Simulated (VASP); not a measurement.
HfO2:

```
Hf O
1.0
    -2.26135    2.26135    3.33702
     2.26135   -2.26135    3.33702
     2.26135    2.26135   -3.33702
Hf O
2 4
Direct
  0.00000 0.00000 0.00000
  0.75000 0.25000 0.50000
  0.37500 0.22179 0.34679
  0.97179 0.62500 0.84679
  0.77821 0.12500 0.15321
  0.87500 0.02821 0.65321
```

* Program: VASP 6.6.1
* Task: relaxation of cell and atoms
* Functional: PBEsol
* Potentials or basis: VASP PAW PBE potentials, release 64 (Hf_pv, O)
* Cutoff: 600 eV
* k mesh: 6 × 6 × 6
* Occupations: fermi-dirac, width 0.03 eV
* Spin: no spin polarisation

At the start: pressure 413.9 GPa; volume 11.38 Å³/atom.

Task: Where does the relaxation end?

Result: Over 39 steps the energy falls by 9434.2 meV/atom and the volume is 21.50 Å³/atom (+89.0 %); space group I-42d (No. 122, to 0.05 Å).

Step by step:
| step | energy change (eV) | largest force (eV/Å) | pressure (GPa) | volume (Å³) |
| --- | --- | --- | --- | --- |
| 1 | 0.0000 | 25.6973 | 413.92 | 68.26 |
| 2 | 181.9463 | 0.3945 | -35.73 | 964.65 |
| 3 | -17.2080 | 4.4540 | -41.54 | 237.54 |
| 4 | -33.1171 | 5.4474 | -39.28 | 183.00 |
| 5 | -51.6669 | 4.8566 | -28.30 | 116.37 |
| 6 | -55.2393 | 0.8057 | 5.78 | 90.19 |
| 7 | -55.2509 | 1.3312 | 1.07 | 92.14 |
| 8 | -55.2549 | 1.1838 | 2.30 | 91.57 |
| 9 | -55.2533 | 1.0476 | 3.54 | 91.06 |
| 10 | -55.4806 | 0.7571 | 4.69 | 93.58 |
| 11 | -55.9753 | 0.0519 | 7.79 | 101.42 |
| 12 | -56.3018 | 1.1322 | 11.30 | 118.39 |
| 13 | -56.4100 | 0.8863 | 8.72 | 121.07 |
| 14 | -56.5753 | 0.2283 | 1.66 | 129.35 |
| 15 | -56.5797 | 0.1070 | 0.34 | 131.08 |
| 16 | -56.5797 | 0.1258 | 0.55 | 130.82 |
| 17 | -56.5810 | 0.1232 | 0.54 | 130.70 |
| 18 | -56.5849 | 0.1144 | 0.57 | 130.34 |
| 19 | -56.5913 | 0.0987 | 0.63 | 129.63 |
| 20 | -56.5989 | 0.0615 | 0.71 | 128.21 |
| 21 | -56.5945 | 0.0231 | 0.76 | 125.36 |
| 22 | -56.6003 | 0.0384 | 0.78 | 127.21 |
| 23 | -56.6005 | 0.1346 | -0.77 | 128.49 |
| 24 | -56.6020 | 0.0498 | -0.11 | 127.86 |
| 25 | -56.6020 | 0.0441 | 0.02 | 127.81 |
| 26 | -56.6020 | 0.0476 | 0.01 | 127.84 |
| 27 | -56.6029 | 0.0419 | 0.01 | 127.94 |
| 28 | -56.6046 | 0.0243 | 0.05 | 128.25 |
| 29 | -56.6039 | 0.0100 | 0.08 | 128.85 |
| 30 | -56.6050 | 0.0100 | 0.04 | 128.48 |
| 31 | -56.6050 | 0.0121 | 0.05 | 128.46 |
| 32 | -56.6050 | 0.0242 | -0.06 | 128.63 |
| 33 | -56.6050 | 0.0272 | -0.11 | 128.67 |
| 34 | -56.6050 | 0.0259 | -0.10 | 128.65 |
| 35 | -56.6050 | 0.0242 | -0.10 | 128.68 |
| 36 | -56.6051 | 0.0245 | -0.10 | 128.74 |
| 37 | -56.6052 | 0.0202 | -0.11 | 128.86 |
| 38 | -56.6052 | 0.0135 | -0.12 | 129.11 |
| 39 | -56.6053 | 0.0043 | 0.04 | 128.99 |

Final structure:
```xyz
6
Lattice="-2.7732 2.7732 4.1930 2.7732 -2.7732 4.1930 2.7732 2.7732 -4.1930" Properties=species:S:1:pos:R:3 pbc="T T T"
Hf    0.0000    0.0000    0.0000
Hf    0.0000    2.7732    2.0965
O     0.8277    1.3866    1.0483
O     4.1599    0.8277   -1.0483
O    -1.3866    1.9455    3.1448
O     1.9455    1.3866    5.2413
```

Caveat: the volume moved by over 15 % at a fixed basis, so the end points are rough; the PAW data sets were made with another functional, which shifts forces and pressure a little.
